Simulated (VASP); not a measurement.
Here is a VASP 6.6.1 calculation.

File INCAR:

```
ALGO = Fast
EDIFF = 1E-6
ENCUT = 520
GGA = PE
ISIF = 2
ISMEAR = 0
LASPH = T
LCHARG = F
LREAL = F
LWAVE = F
NBANDS = 53
NELM = 80
PREC = Accurate
SIGMA = 0.2
```

KPOINTS

```
k-points
0
Gamma
  6 6 4
```

The input POSCAR:

```
Ti3Al2
1.0
   -4.6793316807      0.0000000000      0.0000000000
    0.0000000000      0.0000000000     -4.6793316807
    0.0000000000     -9.3586633615      0.0000000000
Ti Al
6 4
Direct
    0.5000000000      0.0000000000      0.5000000000
    0.5000000000      0.0000000000      0.0000000000
    1.0000000000      0.0000000000      0.7500000000
    1.0000000000      0.0000000000      0.2500000000
    1.0000000000      0.5000000000      0.5000000000
    1.0000000000      0.5000000000      0.0000000000
    0.5000000000      0.5000000000      0.7500000000
    0.5000000000      0.5000000000      0.2500000000
    1.0000000000      0.0000000000      0.5000000000
    1.0000000000      0.0000000000      0.0000000000
```

Potentials or basis: VASP PAW PBE potentials, release 64 (Ti_sv, Al).

Run with:

```sh
$ cat potpaw_PBE.64/Ti_sv/POTCAR potpaw_PBE.64/Al/POTCAR > POTCAR
$ mpirun -np 1 vasp_std > vasp.out
```

Question: Estimate the band gap on the k mesh.

Answer: Zero (bands 42 and 43 overlap by 0.82 eV).

Question: Predict the pressure.

Answer: 0.1 GPa.
